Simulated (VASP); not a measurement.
BeS, 2 atoms in the cell. Symmetry: F-43m, No. 216, cubic system. The conventional cell has a = 4.876 Å, b = 4.876 Å, c = 4.876 Å, α = 90.00°, β = 90.00°, γ = 90.00°. Within 2.8 Å of Be (site symmetry -43m) lie 4 S at 2.11 Å. Within 2.8 Å of S (site symmetry -43m) lie 4 Be at 2.11 Å. 

* Program: VASP 6.6.1
* Task: single point
* Functional: PBE
* Potentials or basis: VASP PAW PBE potentials, release 64 (Be, S)
* Cutoff: 600 eV
* k mesh: 8 × 8 × 8
* Occupations: gaussian, width 0.02 eV
* Spin: no spin polarisation
* Dipole correction: no
* Further INCAR settings: ALGO = Normal; EDIFF = 1e-06; NBANDS = 11

Potentials or basis: VASP PAW PBE potentials, release 64 (Be, S).

Launch:

```bash
$ cat potpaw_PBE.64/Be/POTCAR potpaw_PBE.64/S/POTCAR > POTCAR
$ mpirun -np 1 vasp_std > vasp.out
```

Hardware: 1 thread of AMD EPYC 7R43 64-Core Processor (Zen 3), with other jobs on the host.

Estimate the wall time of this run.

It took 34 s on 1 thread of AMD EPYC 7R43 64-Core Processor (Zen 3) (shared host), peak memory 0.12 GiB. Counts: scf iterations 12, k points 29.
